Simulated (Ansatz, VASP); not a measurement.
## ZrB2 in VASP and in Ansatz

```
CELL_PARAMETERS angstrom
3.20889 0.00000 0.00000
-1.60444 2.77898 0.00000
0.00000 0.00000 3.59933
ATOMIC_POSITIONS crystal
Zr 0.00000 0.00000 0.00000
B 0.33333 0.66667 0.50000
B 0.66667 0.33333 0.50000
```

Alike in both runs: functional r2SCAN; k mesh 12 × 12 × 10; occupations fermi-dirac, width 0.1 eV; no spin polarisation.

Ansatz relaxed the structure, and its values are those at the end. VASP's run is a single point on that final structure, the one shown.

```csv
,VASP,Ansatz
version,VASP 6.6.1,Ansatz 0.2.0
potentials or method,"VASP PAW PBE potentials, release 64 (Zr_sv, B), cutoff 520 eV",PAW plane waves
valence electrons in the cell,18,18
```

```csv
,VASP,Ansatz,Ansatz less VASP
pressure (GPa),-8.8,-8.8,-0.02
```

VASP's potentials were made for PBE, not for r2SCAN. Ansatz's warnings: stress scf threshold loose.
